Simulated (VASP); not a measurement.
# SnO (P4/nmm) in VASP: further runs

SnO is run at these levels: pbe exchange, lda correlation; tasks: single point.

Everything below comes from runs of VASP 6.6.1. Logs are shortened: lines on timing, memory, paths and dates and some standing lists are left out, and cuts for length are marked.

### Step 1. The cell of the first run

Symmetry: P4/nmm, No. 129, tetragonal system. The conventional cell has a = 3.799 Å, b = 3.799 Å, c = 4.841 Å, α = 90.00°, β = 90.00°, γ = 90.00°. Sn (site symmetry 4mm) has 4 O at 2.22 Å within 2.9 Å. O (site symmetry -4m2) has 4 Sn at 2.22 Å and 4 O at 2.69 Å within 2.9 Å.

### Step 2. Single point, pbe exchange, lda correlation

File INCAR:

```
SYSTEM = SnO
PREC = Accurate
ENCUT = 600
EDIFF = 1E-6
ISMEAR = 0
SIGMA = 0.01
LREAL = .FALSE.
LASPH = .TRUE.
NELM = 120
ALGO = Normal
ISIF = 2
LWAVE = .FALSE.
LCHARG = .FALSE.
GGA = LIBXC
LIBXC1 = GGA_X_PBE
LIBXC2 = LDA_C_PW
NBANDS = 28
GGA_COMPAT = .FALSE.
```

File KPOINTS:

```
regular mesh
0
G
  5 5 4
  0 0 0
```

File POSCAR:

```
SnO
1.0
    3.7986000000      0.0000000000      0.0000000000
    0.0000000000      3.7986000000      0.0000000000
    0.0000000000      0.0000000000      4.8408000000
Sn O
2 2
Direct
    0.5000000000      0.0000000000      0.2369000000
    0.0000000000      0.5000000000      0.7631000000
    0.0000000000      0.0000000000      0.0000000000
    0.5000000000      0.5000000000      0.0000000000
```

Potentials or basis: VASP PAW PBE potentials, release 64 (Sn_d, O).

Started as:

```bash
$ cat potpaw_PBE.64/Sn_d/POTCAR potpaw_PBE.64/O/POTCAR > POTCAR
$ mpirun -np 1 vasp_std > vasp.out
```

OUTCAR:

```text
SYSTEM = SnO
   PREC = Accurate
   ENCUT = 600
   EDIFF = 1E-6
   ISMEAR = 0
   LREAL = .FALSE.
   LASPH = .TRUE.
   NELM = 120
   ISIF = 2
   GGA = LIBXC

 ion  position               nearest neighbor table
   1  0.500  0.000  0.237-   3 2.22   4 2.22   4 2.22   3 2.22   2 3.53   2 3.53   2 3.53   2 3.53
                             2 3.70   2 3.70   2 3.70   2 3.70
   2  0.000  0.500  0.763-   3 2.22   4 2.22   3 2.22   4 2.22   1 3.53   1 3.53   1 3.53   1 3.53
                             1 3.70   1 3.70   1 3.70   1 3.70
   3  0.000  0.000  0.000-   1 2.22   2 2.22   2 2.22   1 2.22
   4  0.500  0.500  0.000-   1 2.22   2 2.22   1 2.22   2 2.22

  LATTYP: Found a simple tetragonal cell.
 ALAT       =     3.7986000000
 C/A-ratio  =     1.2743642395

  Lattice vectors:

 A1 = (   3.7986000000,   0.0000000000,   0.0000000000)
 A2 = (   0.0000000000,   3.7986000000,   0.0000000000)
 A3 = (   0.0000000000,   0.0000000000,   4.8408000000)

Analysis of symmetry for initial positions (statically):
=====================================================================
 Subroutine PRICEL returns:
 Original cell was already a primitive cell.

 Routine SETGRP: Setting up the symmetry group for a
 simple tetragonal supercell.

 Subroutine GETGRP returns: Found 16 space group operations
 (whereof  8 operations were pure point group operations)
 out of a pool of 16 trial point group operations.

The static configuration has the point symmetry D_2d.
 The point group associated with its full space group is D_4h.

Analysis of symmetry for dynamics (positions and initial velocities):
=====================================================================
 Subroutine PRICEL returns:
 Original cell was already a primitive cell.

 Routine SETGRP: Setting up the symmetry group for a
 simple tetragonal supercell.

 Subroutine GETGRP returns: Found 16 space group operations
 (whereof  8 operations were pure point group operations)
 out of a pool of 16 trial point group operations.

The dynamic configuration has the point symmetry D_2d.
 The point group associated with its full space group is D_4h.

 Subroutine INISYM returns: Found 16 space group operations
 (whereof  8 operations are pure point group operations),
 and found     1 'primitive' translations

----------------------------------------------------------------------------------------

                                     Primitive cell

  volume of cell :      69.8497

  direct lattice vectors                    reciprocal lattice vectors
     3.798600000  0.000000000  0.000000000     0.263254883  0.000000000  0.000000000
     0.000000000  3.798600000  0.000000000     0.000000000  0.263254883  0.000000000
     0.000000000  0.000000000  4.840800000     0.000000000  0.000000000  0.206577425

  length of vectors
     3.798600000  3.798600000  4.840800000     0.263254883  0.263254883  0.206577425

  position of ions in fractional coordinates (direct lattice)
     0.500000000  0.000000000  0.236900000
     0.000000000  0.500000000  0.763100000
     0.000000000  0.000000000  0.000000000
     0.500000000  0.500000000  0.000000000

  ion indices of the primitive-cell ions
   primitive index   ion index
                 1           1
                 2           2
                 3           3
                 4           4

----------------------------------------------------------------------------------------

 KPOINTS: regular mesh

Automatic generation of k-mesh.
 Grid dimensions read from file:
 generate k-points for:    5    5    4

 Generating k-lattice:

  Cartesian coordinates                     Fractional coordinates (reciprocal lattice)
     0.052650977  0.000000000  0.000000000     0.200000000  0.000000000  0.000000000
     0.000000000  0.052650977  0.000000000     0.000000000  0.200000000  0.000000000
     0.000000000  0.000000000  0.051644356     0.000000000  0.000000000  0.250000000

  Length of vectors
     0.052650977  0.052650977  0.051644356

  Shift w.r.t. Gamma in fractional coordinates (k-lattice)
     0.000000000  0.000000000  0.000000000

 Subroutine IBZKPT returns following result:
 ===========================================

 Found     18 irreducible k-points:

 Following reciprocal coordinates:
            Coordinates               Weight
  0.000000  0.000000  0.000000      1.000000
  0.200000  0.000000  0.000000      4.000000
  0.400000  0.000000  0.000000      4.000000
  0.200000  0.200000  0.000000      4.000000
  0.400000  0.200000  0.000000      8.000000
  0.400000  0.400000  0.000000      4.000000
[... 10 lines left out ...]
  0.400000  0.200000  0.500000      8.000000
  0.400000  0.400000  0.500000      4.000000
   k-points           NKPTS =     18   k-points in BZ     NKDIM =     18   number of bands    NBANDS=     28
   number of dos      NEDOS =    301   number of ions     NIONS =      4
   total plane-waves  NPLWV =  36000
   dimension x,y,z NGX =    30 NGY =   30 NGZ =   40
   dimension x,y,z NGXF=    60 NGYF=   60 NGZF=   80
   ions per type =               2   2
   NGX,Y,Z   is equivalent  to a cutoff of  13.13, 13.13, 13.74 a.u.
   NGXF,Y,Z  is equivalent  to a cutoff of  26.26, 26.26, 27.47 a.u.
 SYSTEM =  SnO
   PREC   = accura    normal or accurate (medium, high low for compatibility)
   ISTART =      0    job   : 0-new  1-cont  2-samecut
   ICHARG =      2    charge: 1-file 2-atom 10-const
   ISPIN  =      1    spin polarized calculation?
   LNONCOLLINEAR =      F non collinear calculations
   LSORBIT =      F    spin-orbit coupling
   LASPH  =      T    aspherical Exc in radial PAW
   ENCUT  =  600.0 eV  44.10 Ry    6.64 a.u.   7.59  7.59  9.67*2*pi/ulx,y,z
   NELM   =    120;   NELMIN=  2; NELMDL= -5     # of ELM steps
   EDIFF  = 0.1E-05   stopping-criterion for ELM
   LREAL  =      F    real-space projection
   EDIFFG = 0.1E-04   stopping-criterion for IOM
   NSW    =      0    number of steps for IOM
   IBRION =     -1    ionic relax: 0-MD 1-quasi-New 2-CG
   NFREE  =      0    steps in history (QN), initial steepest desc. (CG)
   ISIF   =      2    stress and relaxation
   ISYM   =      2    0-nonsym 1-usesym 2-fastsym
   POTIM  = 0.5000    time-step for ionic-motion
   TEBEG  =    0.0;   TEEND  =   0.0 temperature during run
   PSTRESS=    0.0 pullay stress
   NELECT =      40.0000    total number of electrons
   NUPDOWN=      -1.0000    fix difference up-down
   EMIN   =  10.00;   EMAX   =-10.00  energy-range for DOS
   EFERMI =   0.00;   METHOD = LEGACY
   ISMEAR =     0;   SIGMA  =   0.01  broadening in eV -4-tet -1-fermi 0-gaus
   EFERMI_NEDOS =   21; number of points for ismear=-14 and -15
   IALGO  =     38    algorithm
   IMIX   =      4    mixing-type and parameters
     AMIX     =   0.40;   BMIX     =  1.00
     AMIX_MAG =   1.60;   BMIX_MAG =  1.00
  volume/ion in A,a.u.               =      17.46       117.84
  Fermi-wavevector in a.u.,A,eV,Ry     =   1.359482  2.569048 25.146163  1.848191
  Thomas-Fermi vector in A             =   2.486226
   LORBIT       =      0    0 simple, 1 ext, 2 COOP (PROOUT), +10 PAW based schemes
   GGA     = LIBXC    functional components
   LHFCALC =     F    Hartree Fock is set to
   AEXX    =    0.0000 exact exchange contribution
   IVDW    =     0    specifies the selected vdW correction
   LEPSILON=     F    determine dielectric tensor
   LRPA    =     F    only Hartree local field effects (RPA)
 non-spin polarized calculation
 Gauss-broadening in eV      SIGMA  =   0.01
  energy-cutoff  :      600.00
  volume of cell :       69.85
 maximum number of plane-waves:      2354
 NGX is ok and might be reduce to    30
   NGX = 15   NGY = 15   NGZ = 19

 number of electron      40.0000023 magnetization

 Free energy of the ion-electron system (eV)
  ---------------------------------------------------
  ext. energy  EPLUGINS =         0.00000000
  ---------------------------------------------------
  free energy    TOTEN  =       -20.07908792 eV

  energy without entropy =      -20.07908792  energy(sigma->0) =      -20.07908792

 E-fermi :   7.2495     XC(G=0):  -9.9677

 val. band max:        7.1843155300   @ k =   0.0000   0.0000   0.0000
 cond. band min:       7.9515356952   @ k =   0.4000   0.4000   0.0000
 fundamental gap:      0.7672201652
 Fermi energy:         7.2494728902

 k-point     1 :       0.0000    0.0000    0.0000
  band No.  band energies     occupation
      1     -14.9813      2.00000
      2     -14.5577      2.00000
      3     -14.5565      2.00000
      4     -14.5565      2.00000
      5     -14.5152      2.00000
      6     -14.5025      2.00000
[... 20 lines left out ...]
     27      14.3072      0.00000
     28      14.9238      0.00000

 k-point     2 :       0.2000    0.0000    0.0000
  band No.  band energies     occupation
      1     -14.9585      2.00000
      2     -14.5921      2.00000
      3     -14.5489      2.00000
      4     -14.5476      2.00000
      5     -14.5241      2.00000
      6     -14.5181      2.00000
[... 20 lines left out ...]
     27      14.6891      0.00000
     28      17.1459      0.00000

 k-point     3 :       0.4000    0.0000    0.0000
  band No.  band energies     occupation
      1     -14.8944      2.00000
      2     -14.7719      2.00000
      3     -14.5303      2.00000
      4     -14.5291      2.00000
      5     -14.5227      2.00000
      6     -14.5160      2.00000
[... 20 lines left out ...]
     27      15.4316      0.00000
     28      17.1198      0.00000

 k-point     4 :       0.2000    0.2000    0.0000
  band No.  band energies     occupation
      1     -14.9439      2.00000
      2     -14.6661      2.00000
      3     -14.5581      2.00000
      4     -14.5367      2.00000
      5     -14.5226      2.00000
      6     -14.5170      2.00000
[... 392 lines left out ...]
     27      17.4287      0.00000
     28      17.8425      0.00000

 k-point    17 :       0.4000    0.2000    0.5000
  band No.  band energies     occupation
      1     -14.8977      2.00000
      2     -14.8133      2.00000
      3     -14.5458      2.00000
      4     -14.5393      2.00000
      5     -14.5120      2.00000
      6     -14.5087      2.00000
[... 20 lines left out ...]
     27      17.6087      0.00000
     28      17.8599      0.00000

 k-point    18 :       0.4000    0.4000    0.5000
  band No.  band energies     occupation
      1     -14.8919      2.00000
      2     -14.8621      2.00000
      3     -14.5307      2.00000
      4     -14.5204      2.00000
      5     -14.5045      2.00000
      6     -14.5011      2.00000
[... 20 lines left out ...]
     27      17.5362      0.00000
     28      17.6624      0.00000

------------------------ aborting loop because EDIFF is reached ----------------------------------------

  FORCE on cell =-STRESS in cart. coord.  units (eV):
  Direction    XX          YY          ZZ          XY          YZ          ZX
  --------------------------------------------------------------------------------------
  -------------------------------------------------------------------------------------
  Total        5.7929775      5.7929775      4.7629436      0.0000000     -0.0000000      0.0000000
  in kB      132.8764916    132.8764916    109.2500766      0.0000000     -0.0000000      0.0000000
  external PRESSURE =     125.0010199 kB  Pullay stress =       0.0000000 kB

 VOLUME and BASIS-vectors are now :
 -----------------------------------------------------------------------------
  energy-cutoff  :      600.00
  volume of cell :       69.85
      direct lattice vectors                 reciprocal lattice vectors
     3.798600000  0.000000000  0.000000000     0.263254883  0.000000000  0.000000000
     0.000000000  3.798600000  0.000000000     0.000000000  0.263254883  0.000000000
     0.000000000  0.000000000  4.840800000     0.000000000  0.000000000  0.206577425

 POSITION                                       TOTAL-FORCE (eV/Angst)
 -----------------------------------------------------------------------------------
      1.89930      0.00000      1.14679        -0.000000      0.000000      0.882845
      0.00000      1.89930      3.69401        -0.000000      0.000000     -0.882845
      0.00000      0.00000      0.00000         0.000000     -0.000000      0.000000
      1.89930      1.89930      0.00000         0.000000      0.000000      0.000000
 -----------------------------------------------------------------------------------
    total drift:                                0.000000      0.000000      0.000000

  FREE ENERGIE OF THE ION-ELECTRON SYSTEM (eV)
  ---------------------------------------------------
  free  energy   TOTEN  =       -20.0790879170 eV

  energy  without entropy=      -20.0790879170  energy(sigma->0) =      -20.07908792
```

Wall time 26 s (1 thread of Intel Xeon Platinum 8488C (Sapphire Rapids), shared host); peak memory 0.2 GiB.

What came out:

```
Free energy            : -20.0791 eV
Pressure               : 12.5 GPa
Largest force          : 0.883 eV/Å
Band gap on the k mesh : 0.77 eV (least direct gap 2.34 eV)
```

Forces in eV/Å, atoms in the order of the input:
```
Sn   0.000  0.000  0.883
Sn   0.000  0.000 -0.883
O    0.000  0.000  0.000
O    0.000  0.000  0.000
```

Stress tensor (GPa, compression positive):
```
13.29  0.00  0.00
 0.00 13.29  0.00
 0.00  0.00 10.93
```

Caveat: the cell stands under pressure; the PAW data sets were made with another functional, which shifts forces and pressure a little; spin-orbit coupling is left out, which moves the levels of the heavy elements; an odd mesh through Γ misses points on the zone boundary, where band edges can lie.

[end of part 1 of 2]
